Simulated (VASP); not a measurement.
# Hf in VASP: further runs, part 2 of 2

VASP 6.6.1.

### 4 Single point, PBEsol

Input file INCAR:

```
PREC     = Accurate       # precision mode
ENCUT    = 520            # plane-wave cutoff, eV
EDIFF    = 1E-7           # SCF threshold, eV
ISMEAR   = -1             # smearing method
SIGMA    = 0.05           # smearing width, eV
LREAL    = F              # projectors in reciprocal space
LASPH    = T              # aspherical terms in the spheres
NELM     = 80             # most SCF steps
ALGO     = Normal         # electronic algorithm
ISIF     = 2              # what is computed and relaxed
LWAVE    = F              # write WAVECAR
LCHARG   = F              # write CHGCAR
LDIPOL   = T            
IDIPOL   = 3            
DIPOL    = 0.5 0.5 0.500
GGA      = PS             # functional
NBANDS   = 39             # bands
EFIELD   = -0.1
```

Input file KPOINTS:

```
Automatic mesh
0
Gamma
  10 7 1
```

Input file POSCAR:

```
Hf
1.0
    3.1588656729      0.0000000000      0.0000000000
    0.0000000000      4.9986711415      0.0000000000
    0.0000000000      0.0000000000     22.3832000000
Hf
6
Direct
    0.7500000000      0.7500000000      0.3623767524
    0.2500000000      0.2500000000      0.4013869577
    0.2500000000      0.7500000000      0.4781961931
    0.7500000000      0.2500000000      0.5218038067
    0.7500000000      0.7500000000      0.5986130559
    0.2500000000      0.2500000000      0.6376232342
```

Potentials or basis: VASP PAW PBE potentials, release 64 (Hf_pv).

Launch:

```
$ cat potpaw_PBE.64/Hf_pv/POTCAR > POTCAR
$ mpirun -np 1 vasp_std > vasp.out
```

OUTCAR:

```text
PREC = Accurate
   ENCUT = 520
   EDIFF = 1E-7
   ISMEAR = -1
   LREAL = F
   LASPH = T
   NELM = 80
   ISIF = 2
   GGA = PS

 ion  position               nearest neighbor table
   1  0.750  0.750  0.362-   3 3.04   3 3.04   2 3.08   2 3.08   2 3.08   2 3.08
   2  0.250  0.250  0.401-   3 3.03   3 3.03   1 3.08   1 3.08   1 3.08   1 3.08   4 3.12   4 3.12

   3  0.250  0.750  0.478-   2 3.03   2 3.03   1 3.04   1 3.04   4 3.11   4 3.11   4 3.11   4 3.11
                             5 3.12   5 3.12
   4  0.750  0.250  0.522-   5 3.03   5 3.03   6 3.04   6 3.04   3 3.11   3 3.11   3 3.11   3 3.11
                             2 3.12   2 3.12
   5  0.750  0.750  0.599-   4 3.03   4 3.03   6 3.08   6 3.08   6 3.08   6 3.08   3 3.12   3 3.12

   6  0.250  0.250  0.638-   4 3.04   4 3.04   5 3.08   5 3.08   5 3.08   5 3.08

  LATTYP: Found a simple orthorhombic cell.
 ALAT       =     3.1588656729
 B/A-ratio  =     1.5824259906
 C/A-ratio  =     7.0858347007

  Lattice vectors:

 A1 = (   3.1588656729,   0.0000000000,   0.0000000000)
 A2 = (   0.0000000000,   4.9986711415,   0.0000000000)
 A3 = (   0.0000000000,   0.0000000000,  22.3832000000)

Analysis of symmetry for initial positions (statically):
=====================================================================
 Subroutine PRICEL returns:
 Original cell was already a primitive cell.

 Routine SETGRP: Setting up the symmetry group for a
 simple orthorhombic supercell.

 Subroutine GETGRP returns: Found  8 space group operations
 (whereof  2 operations were pure point group operations)
 out of a pool of  8 trial point group operations.

The static configuration has the point symmetry S_2 .
 The point group associated with its full space group is D_2h.

Analysis of symmetry for dynamics (positions and initial velocities):
=====================================================================
 An external electric field (EFIELD) may reduce the allowed symmetry operations
 Subroutine PRICEL returns:
 Original cell was already a primitive cell.

 Routine SETGRP: Setting up the symmetry group for a
 simple orthorhombic supercell.

 Subroutine GETGRP returns: Found  4 space group operations
 (whereof  1 operations were pure point group operations)
 out of a pool of  8 trial point group operations.

The dynamic configuration has the point symmetry C_1 .
 The point group associated with its full space group is C_2v.

 Subroutine INISYM returns: Found  4 space group operations
 (whereof  1 operations are pure point group operations),
 and found     1 'primitive' translations

----------------------------------------------------------------------------------------

                                     Primitive cell

  volume of cell :     353.4337

  direct lattice vectors                    reciprocal lattice vectors
     3.158865673  0.000000000  0.000000000     0.316569333  0.000000000  0.000000000
     0.000000000  4.998671142  0.000000000     0.000000000  0.200053168  0.000000000
     0.000000000  0.000000000 22.383200000     0.000000000  0.000000000  0.044676364

  length of vectors
     3.158865673  4.998671142 22.383200000     0.316569333  0.200053168  0.044676364

  position of ions in fractional coordinates (direct lattice)
     0.750000000  0.750000000  0.362376752
     0.250000000  0.250000000  0.401386958
[... 66 lines left out ...]
   k-points           NKPTS =     24   k-points in BZ     NKDIM =     24   number of bands    NBANDS=     39
   number of dos      NEDOS =    301   number of ions     NIONS =      6
   total plane-waves  NPLWV = 161280
   dimension x,y,z NGX =    24 NGY =   40 NGZ =  168
   dimension x,y,z NGXF=    48 NGYF=   80 NGZF=  336
   ions per type =               6
   NGX,Y,Z   is equivalent  to a cutoff of  12.63, 13.30, 12.48 a.u.
   NGXF,Y,Z  is equivalent  to a cutoff of  25.26, 26.61, 24.96 a.u.
 SYSTEM =  unknown system
   PREC   = accura    normal or accurate (medium, high low for compatibility)
   ISTART =      0    job   : 0-new  1-cont  2-samecut
   ICHARG =      2    charge: 1-file 2-atom 10-const
   ISPIN  =      1    spin polarized calculation?
   LNONCOLLINEAR =      F non collinear calculations
   LSORBIT =      F    spin-orbit coupling
   LASPH  =      T    aspherical Exc in radial PAW
   ENCUT  =  520.0 eV  38.22 Ry    6.18 a.u.   5.87  9.29 41.62*2*pi/ulx,y,z
   NELM   =     80;   NELMIN=  2; NELMDL= -5     # of ELM steps
   EDIFF  = 0.1E-06   stopping-criterion for ELM
   LREAL  =      F    real-space projection
   EDIFFG = 0.1E-05   stopping-criterion for IOM
   NSW    =      0    number of steps for IOM
   IBRION =     -1    ionic relax: 0-MD 1-quasi-New 2-CG
   NFREE  =      0    steps in history (QN), initial steepest desc. (CG)
   ISIF   =      2    stress and relaxation
   ISYM   =      2    0-nonsym 1-usesym 2-fastsym
   POTIM  = 0.5000    time-step for ionic-motion
   TEBEG  =    0.0;   TEEND  =   0.0 temperature during run
   PSTRESS=    0.0 pullay stress
   NELECT =      60.0000    total number of electrons
   NUPDOWN=      -1.0000    fix difference up-down
   EMIN   =  10.00;   EMAX   =-10.00  energy-range for DOS
   EFERMI =   0.00;   METHOD = LEGACY
   ISMEAR =    -1;   SIGMA  =   0.05  broadening in eV -4-tet -1-fermi 0-gaus
   EFERMI_NEDOS =   21; number of points for ismear=-14 and -15
   IALGO  =     38    algorithm
   IMIX   =      4    mixing-type and parameters
     AMIX     =   0.40;   BMIX     =  1.00
     AMIX_MAG =   1.60;   BMIX_MAG =  1.00
  volume/ion in A,a.u.               =      58.91       397.51
  Fermi-wavevector in a.u.,A,eV,Ry     =   0.906475  1.712990 11.179871  0.821697
  Thomas-Fermi vector in A             =   2.030167
   LORBIT       =      0    0 simple, 1 ext, 2 COOP (PROOUT), +10 PAW based schemes
   GGA     = PS    functional components
   LHFCALC =     F    Hartree Fock is set to
   AEXX    =    0.0000 exact exchange contribution
   IVDW    =     0    specifies the selected vdW correction
   LEPSILON=     F    determine dielectric tensor
   LRPA    =     F    only Hartree local field effects (RPA)
 non-spin polarized calculation
  energy-cutoff  :      520.00
  volume of cell :      353.43
 maximum number of plane-waves:      9584
 NGX is ok and might be reduce to    24
   NGX = 11   NGY = 19   NGZ = 83

 dipolmoment           0.000000      0.000000      0.042592 electrons x Angstroem

 number of electron      59.9999986 magnetization

 dipolmoment           0.000000      0.000000     -0.090417 electrons x Angstroem

 Free energy of the ion-electron system (eV)
  ---------------------------------------------------
  ext. energy  EPLUGINS =         0.00000000
  ---------------------------------------------------
  free energy    TOTEN  =       -59.07943634 eV

  energy without entropy =      -59.01625075  energy(sigma->0) =      -59.04784354

 E-fermi :  -0.5620     XC(G=0):  -5.1413

 val. band max:       -0.5620256660   @ k =   0.4000   0.1429   0.0000
 cond. band min:      -0.5592625928   @ k =   0.0000   0.2857   0.0000
 fundamental gap:      0.0027630733
 Fermi energy:        -0.5620177805

 k-point     1 :       0.0000    0.0000    0.0000
  band No.  band energies     occupation
      1     -31.6612      2.00000
      2     -31.6562      2.00000
      3     -31.6375      2.00000
      4     -31.6171      2.00000
      5     -31.2843      2.00000
      6     -31.1719      2.00000
[... 997 lines left out ...]
     38       1.3155      0.00000
     39       1.8006      0.00000

------------------------ aborting loop because EDIFF is reached ----------------------------------------

 vacuum level on the upper side and lower side of the slab       (xc-potential included)         0.443        -0.714

  FORCE on cell =-STRESS in cart. coord.  units (eV):
  Direction    XX          YY          ZZ          XY          YZ          ZX
  --------------------------------------------------------------------------------------
  -------------------------------------------------------------------------------------
  Total       -4.9031137     -2.5438080     -0.2911829      0.0000000      0.0000000      0.0000000
  in kB      -22.2266825    -11.5315320     -1.3199836      0.0000000      0.0000000      0.0000000
  external PRESSURE =     -11.6927327 kB  Pullay stress =       0.0000000 kB

 VOLUME and BASIS-vectors are now :
 -----------------------------------------------------------------------------
  energy-cutoff  :      520.00
  volume of cell :      353.43
      direct lattice vectors                 reciprocal lattice vectors
     3.158865673  0.000000000  0.000000000     0.316569333  0.000000000  0.000000000
     0.000000000  4.998671142  0.000000000     0.000000000  0.200053168  0.000000000
     0.000000000  0.000000000 22.383200000     0.000000000  0.000000000  0.044676364

 POSITION                                       TOTAL-FORCE (eV/Angst)
 -----------------------------------------------------------------------------------
      2.36915      3.74900      8.11115         0.000000      0.000000      0.050174
      0.78972      1.24967      8.98432         0.000000      0.000000      0.005900
      0.78972      3.74900     10.70356         0.000000      0.000000     -0.023936
      2.36915      1.24967     11.67964         0.000000      0.000000      0.011335
      2.36915      3.74900     13.39888         0.000000      0.000000     -0.024114
      0.78972      1.24967     14.27205         0.000000      0.000000     -0.019359
 -----------------------------------------------------------------------------------
    total drift:                                0.000000     -0.000000      0.000031

  FREE ENERGIE OF THE ION-ELECTRON SYSTEM (eV)
  ---------------------------------------------------
  free  energy   TOTEN  =       -59.0794363355 eV

  energy  without entropy=      -59.0162507502  energy(sigma->0) =      -59.04784354

 vacuum level on the upper side and lower side of the slab         3.830         2.697
```

Run time: 23 min. Hardware: 1 thread of Oxide Virtual Turin-like, shared host; peak memory 0.52 GiB.

What came out:

* Free energy: -59.0794 eV
* Largest force: 0.050 eV/Å
* Band gap on the k mesh: zero (bands 30 and 31 overlap by 0.51 eV)

Forces on the atoms (eV/Å):
```
Hf   0.000  0.000  0.050
Hf   0.000  0.000  0.006
Hf   0.000  0.000 -0.024
Hf   0.000  0.000  0.011
Hf   0.000  0.000 -0.024
Hf   0.000  0.000 -0.019
```

Levels at points of the mesh, in eV from the Fermi level:
```
           k point  band 28  band 29  band 30  band 31  band 32  band 33
(0.00, 0.00, 0.00)    -0.45    -0.01     0.18     0.87     0.90     0.90
(0.50, 0.00, 0.00)    -1.26    -0.96    -0.96     0.30     0.31     0.72
```

Caveat: the PAW data sets were made with another functional, which shifts forces and pressure a little; spin-orbit coupling is left out, which moves the levels of the heavy elements.

### 5 Summary

```tsv
dipole correction	electric field (eV/Å)	gap on the mesh (eV)	largest force (eV/Å)
no	-	none	0.04
yes	-	none	0.04
yes	-0.1 eV/Å	none	0.05
```

Alike in all rows: task single point; level PBEsol; potentials or basis VASP PAW PBE potentials, release 64 (Hf_pv); no spin polarisation; cell as given; k mesh 10 × 7 × 1; cutoff (eV) 520; smearing fermi-dirac 0.05 eV.

Caveats: the PAW data sets were made with another functional, which shifts forces and pressure a little; spin-orbit coupling is left out, which moves the levels of the heavy elements; there is no dipole correction, which matters where the two faces differ (at least some runs).

Total energies depend on the potentials used, so only differences within one code and one set of settings carry meaning.
